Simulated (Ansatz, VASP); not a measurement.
**Co: VASP beside Ansatz**

```
Co
1.0
     0.00000    2.61421    2.61421
     2.61421    0.00000    2.61421
     2.61421    2.61421    0.00000
Co
2
Cartesian
  0.6536 0.6536 0.6536
  4.5749 4.5749 4.5749
```

Alike in both runs: task single point; functional r2SCAN; k mesh 12 × 12 × 12; occupations fermi-dirac, width 0.05 eV; collinear spin.

|  | VASP | Ansatz |
| --- | --- | --- |
| version | VASP 6.6.1 | Ansatz 0.2.0 |
| potentials or method | VASP PAW PBE potentials, release 64 (Co), cutoff 520 eV | plane waves (500 eV) with PAW, scalar-relativistic |
| valence electrons in the cell | 18 | 34 |

|  | VASP | Ansatz | Ansatz less VASP |
| --- | --- | --- | --- |
| pressure (GPa) | -9.5 | -9.2 | +0.31 |
| net moment per atom (μB) | 1.88 | 1.90 | +0.018 |
| size of the moment on the site where the two differ most (μB) | 1.92 | 2.01 | +0.088 |

VASP's potentials were made for PBE, not for r2SCAN. Site moments also hang on the region over which each program counts them. The functional is the same, so the differences come from potentials, cutoffs and numerics. VASP's potentials hold 18 valence electrons a cell and Ansatz's 34, so a difference there can come from the potentials and not from the codes. Ansatz's warnings: stability check not made.
